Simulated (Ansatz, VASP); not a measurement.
# Two plane-wave programs on MgO

```
Mg O
1.0
     0.00000    2.01850    1.99832
     2.01850    0.00000    1.99832
     2.01850    2.01850    0.00000
Mg O
1 1
Direct
  0.00000 0.00000 0.00000
  0.50000 0.50000 0.50000
```

Change from the starting cell: z stretched by -1 %, ions relaxed.

Alike in both runs: functional PBE; k mesh 13 × 13 × 13; occupations fermi-dirac, width 0.02 eV; no spin polarisation.

Ansatz relaxed the structure, and its values are those at the end. VASP's run is a single point on that final structure, the one shown.

|  | VASP | Ansatz |
| --- | --- | --- |
| version | VASP 6.6.1 | Ansatz 0.2.0 |
| potentials or method | VASP PAW PBE potentials, release 64 (Mg, O) | plane-wave PAW, scalar-relativistic |
| plane-wave cutoff (eV) | 600 | 420 |
| valence electrons in the cell | 8 | 16 |

```csv
,VASP,Ansatz,Ansatz less VASP
gap on the k mesh at the Fermi level (eV),6.18,6.19,+0.009
```

VASP's potentials hold 8 valence electrons a cell and Ansatz's 16, so a difference there can come from the potentials and not from the codes. Ansatz's warnings: stress scf threshold loose.
